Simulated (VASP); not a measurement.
Au:

```
CELL_PARAMETERS angstrom
0.00000 2.03500 2.03500
2.03500 0.00000 2.03500
2.03500 2.03500 0.00000
ATOMIC_POSITIONS crystal
Au 0.00000 0.00000 0.00000
```

- Program: VASP 6.6.1
- Task: relaxation of cell and atoms
- Functional: PBE
- Dispersion: D3(BJ)
- Potentials or basis: VASP PAW PBE potentials, release 64 (Au)
- Cutoff: 600 eV
- k mesh: 13 × 13 × 13
- Occupations: fermi-dirac, width 0.1 eV
- Spin: no spin polarisation

At the start: pressure 3.7 GPa; volume 16.85 Å³/atom.

**Question.** How do energy, volume and symmetry change on relaxing?

**Answer.** Over 3 steps the energy falls by 4.1 meV/atom and the volume is 17.22 Å³/atom (+2.2 %); space group Fm-3m (No. 225, to 0.05 Å).

The path:
```csv
step,energy change (eV),largest force (eV/Å),pressure (GPa),volume (Å³)
1,0.0000,0.0000,3.73,16.85
2,0.0060,0.0000,-5.11,17.83
3,-0.0041,0.0000,-0.02,17.22
```

Final structure:
```
CELL_PARAMETERS angstrom
0.00000 2.04967 2.04967
2.04967 0.00000 2.04967
2.04967 2.04967 0.00000
ATOMIC_POSITIONS crystal
Au 0.00000 0.00000 0.00000
```

Caveat: pairwise dispersion overbinds metals, which lowers pressure and volume.
